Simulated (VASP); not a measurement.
Write the native input for VASP 6.6.1 that does the following.

| Quantity | Value |
| --- | --- |
| Task | single point |
| Functional | PBE |
| Potentials or basis | VASP PAW PBE potentials, release 64 (Li_sv, Si, N) |
| Cutoff | 520 eV |
| k mesh | 6 × 6 × 4 |
| Occupations | gaussian, width 0.1 eV |
| Spin | collinear spin, ferromagnetic start |
| Starting moments | [0.0, 0.0, 0.0, 0.0, 0.0, 1.0] μB |
| Dipole correction | no |
| Further INCAR settings | ALGO = Normal; EDIFF = 1e-06; NBANDS = 24 |

The structure of Li4SiN lies in POSCAR:

```
Li4SiN
1.0
    4.4548031412      0.0000000000      0.0000000000
   -2.2274015706      3.8579726891      0.0000000000
    0.0000000000      0.0000000000      4.8771916545
Li Si N
4 1 1
Direct
    0.1722502558      0.8277497442      0.0000000000
    0.1722502558      0.3445005116      0.0000000000
    0.6554994884      0.8277497442      0.0000000000
    0.0000000000      0.0000000000      0.5000000000
    0.3333333333      0.6666666667      0.5000000000
    0.6666666667      0.3333333333      0.0000000000
```

The cell was generated, and may not be a known phase.

The input as run:

INCAR

```
SYSTEM = Li4SiN
PREC = Accurate
ENCUT = 520
EDIFF = 1E-6
ISMEAR = 0
SIGMA = 0.1
LREAL = .False.
LASPH = .True.
NELM = 150
ALGO = Normal
ISIF = 2
LWAVE = .False.
LCHARG = .False.
ISPIN = 2
MAGMOM = 0 0 0 0 0 1
LORBIT = 11
GGA = PE
NBANDS = 24
```

KPOINTS

```
Automatic mesh
0
Gamma
  6 6 4
  0 0 0
```

Potentials or basis: VASP PAW PBE potentials, release 64 (Li_sv, Si, N).

Run with:

```console
$ cat potpaw_PBE.64/Li_sv/POTCAR potpaw_PBE.64/Si/POTCAR potpaw_PBE.64/N/POTCAR > POTCAR
$ mpirun -np 1 vasp_std > vasp.out
```

Results of the run:

The largest force is 0.030 eV/Å. The net moment is 0.00 μB per cell and the valence electrons inside the program's atomic spheres are Li 2.12, 2.10 (each value once); Si 1.60; N 3.43.

Wall time 2.7 min on 1 thread of AMD EPYC 7R13, with other jobs on the host, peak memory 0.23 GiB.
